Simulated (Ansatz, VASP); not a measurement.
## Two plane-wave programs on AlN

The input POSCAR:

```
AlN
1.0
    0.0000000000      2.1182377502      2.1848764830
    2.1182377502      0.0000000000      2.1848764830
    2.1182377502      2.1182377502      0.0000000000
Al N
1 1
Direct
    0.0000000000      0.0000000000      0.0000000000
    0.7500000000      0.7500000000      0.7500000000
```

Contents of INCAR.step1:

```
SYSTEM = AlN
ALGO = Normal ; EDIFF = 1E-5
ENCUT = 520 ; GGA = PE
ISIF = 2 ; ISMEAR = 0
LASPH = .True. ; LCHARG = .False.
LREAL = .False. ; LWAVE = .True.
NBANDS = 11 ; NELM = 80
PREC = Accurate ; SIGMA = 0.01
```

Contents of INCAR.step2:

```
SYSTEM = AlN
ALGO = Normal ; EDIFF = 1E-7
ENCUT = 520 ; GGA = PE
HFSCREEN = 0.2079 ; ISIF = 2
ISMEAR = 0 ; ISTART = 1
LASPH = .True. ; LCHARG = .False.
LHFCALC = .True. ; LREAL = .False.
LWAVE = .False. ; NBANDS = 11
NELM = 80 ; PREC = Accurate
PRECFOCK = Normal ; SIGMA = 0.01
```

File KPOINTS:

```
k-points
0
Gamma
  8 8 8
  0 0 0
```

Input for Ansatz:

```yaml
crystal:
  lattice:
    - [0.0, 2.1182377502, 2.184876483]
    - [2.1182377502, 0.0, 2.184876483]
    - [2.1182377502, 2.1182377502, 0.0]
  atoms:
    - { symbol: Al, position: [0.0, 0.0, 0.0] }
    - { symbol: "N", position: [0.75, 0.75, 0.75] }
kpoints:
  mp_grid: { grid: [8, 8, 8] }
  band_path:
    path:
      - [0.0, 0.0, 0.0]
      - [-0.5, -0.5, 0.0]
      - [-0.375, -0.375, 0.25]
      - [-0.375, 0.0, 0.375]
      - [0.0, 0.0, 0.5]
      - [-0.5, -0.25, 0.25]
      - [0.083333, 0.083333, 0.166667]
      - [0.0, 0.5, 0.5]
    npoints: 1
hamiltonian:
  xc: hse06
scf:
  occupations: { method: fixed }
  n_extra_bands: 4
output:
  forces: true
  stress: true
  eigenvalues: true
```

Change from the starting cell: biaxial_xy strain -3.0%.

Alike in both runs: task single point; functional HSE06; k mesh 8 × 8 × 8; no spin polarisation.

|  | VASP | Ansatz |
| --- | --- | --- |
| version | VASP 6.6.1 | Ansatz 0.2.0 |
| potentials or method | VASP PAW PBE potentials, release 64 (Al, N) | plane waves, PAW |
| plane-wave cutoff (eV) | 520 | 420 |
| occupations | gaussian, width 0.01 eV | fixed |
| valence electrons in the cell | 8 | 8 |

|  | VASP | Ansatz | Ansatz less VASP |
| --- | --- | --- | --- |
| gap on the k mesh at the Fermi level (eV) | 4.51 | 4.51 | +0.001 |
| pressure (GPa) | 13.8 | 13.9 | +0.08 |
| traceless stress, the component that is largest in VASP (GPa) | -3.13 | -3.11 | +0.021 |

Ansatz's warnings: stress exchange threshold loose, stress scf threshold loose.
